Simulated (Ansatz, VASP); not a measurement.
# InSe: VASP beside Ansatz

Contents of INCAR:

```
SYSTEM = InSe
PREC = Accurate ; ENCUT = 520
EDIFF = 1E-7 ; ISMEAR = -1
SIGMA = 0.02 ; LREAL = .False.
LASPH = .True. ; NELM = 100
ALGO = Normal ; ISIF = 2
LWAVE = .False. ; LCHARG = .False.
GGA = PS ; NBANDS = 27
```

Contents of KPOINTS:

```
regular mesh
0
Gamma
  7 7 7
  0 0 0
```

File POSCAR:

```
InSe
1.0
    2.0029034210      1.1563768293      8.5215638837
   -2.0029034210      1.1563768293      8.5215638837
    0.0000000000     -2.3127536585      8.5215638837
In Se
2 2
Direct
    0.1103465100      0.1103465100      0.1103465100
    0.0018301300      0.0018301300      0.0018301300
    0.6197098100      0.6197098100      0.6197098100
    0.8258115400      0.8258115400      0.8258115400
```

Input for Ansatz:

```yaml
crystal:
  lattice:
    - [2.002903421, 1.1563768293, 8.5215638837]
    - [-2.002903421, 1.1563768293, 8.5215638837]
    - [0.0, -2.3127536585, 8.5215638837]
  atoms:
    - { symbol: In, position: [0.11034651, 0.11034651, 0.11034651] }
    - { symbol: In, position: [0.00183013, 0.00183013, 0.00183013] }
    - { symbol: Se, position: [0.61970981, 0.61970981, 0.61970981] }
    - { symbol: Se, position: [0.82581154, 0.82581154, 0.82581154] }
hamiltonian:
  xc: pbesol
  pseudopotentials:
    kind: all_electron
    lapw: { muffin_tin_radii: { Se: 1.191, In: 1.291 } }
kpoints:
  mp_grid: { grid: [7, 7, 7] }
scf:
  occupations: { method: fermi_dirac, width: 0.02 }
  convergence: { dr2_threshold: 1.0e-09 }
output:
  eigenvalues: true
basis:
  ecutwfc: 330
```

Alike in both runs: task single point; functional PBEsol; k mesh 7 × 7 × 7; occupations fermi-dirac, width 0.02 eV; no spin polarisation.

```csv
,VASP,Ansatz
version,VASP 6.6.1,Ansatz 0.2.0
potentials or method,"VASP PAW PBE potentials, release 64 (In_d, Se), cutoff 520 eV","all-electron LAPW, scalar-relativistic"
```

```csv
,VASP,Ansatz,Ansatz less VASP
gap on the k mesh at the Fermi level (eV),0.71,0.72,+0.010
least direct gap on the mesh (eV),0.71,0.72,+0.010
```

VASP's potentials were made for PBE, not for PBEsol. Ansatz ran all-electron here, and VASP with PAW potentials.
